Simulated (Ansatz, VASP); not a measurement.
InSe: VASP beside Ansatz

```xyz
8
Lattice="4.0266 0.0000 0.0000 -2.0133 3.4871 0.0000 0.0000 0.0000 28.2707" Properties=species:S:1:pos:R:3 pbc="T T T"
Se    0.0000    0.0000    4.5000
Se    0.0000    0.0000    9.8854
Se   -0.4474    1.5498   13.1954
Se   -0.4474    1.5498   18.5807
In    2.0133    1.1624    5.7954
In    2.0133    1.1624    8.5899
In   -2.4607    0.3875   14.4908
In   -2.4607    0.3875   17.2853
```

Alike in both runs: task single point; functional PBE; dispersion D3(BJ); k mesh 9 × 9 × 1; occupations gaussian, width 0.05 eV; no spin polarisation.

|  | VASP | Ansatz |
| --- | --- | --- |
| version | VASP 6.6.1 | Ansatz 0.2.0 |
| potentials or method | VASP PAW PBE potentials, release 64 (Se, In_d), cutoff 520 eV | scalar-relativistic, plane waves, PAW |
| valence electrons in the cell | 76 | 116 |

Ansatz gave:

| Item | Value |
| --- | --- |
| gap on the k mesh at the Fermi level (eV) | 1.14 |
| least direct gap on the mesh (eV) | 1.19 |
| rms of the force components (eV/Å) | 0.018 |

**Question.** Estimate VASP's values.

**Answer.** gap on the k mesh at the Fermi level (eV): 1.13; least direct gap on the mesh (eV): 1.18; rms of the force components (eV/Å): 0.018.

VASP's potentials hold 76 valence electrons a cell and Ansatz's 116, so a difference there can come from the potentials and not from the codes.
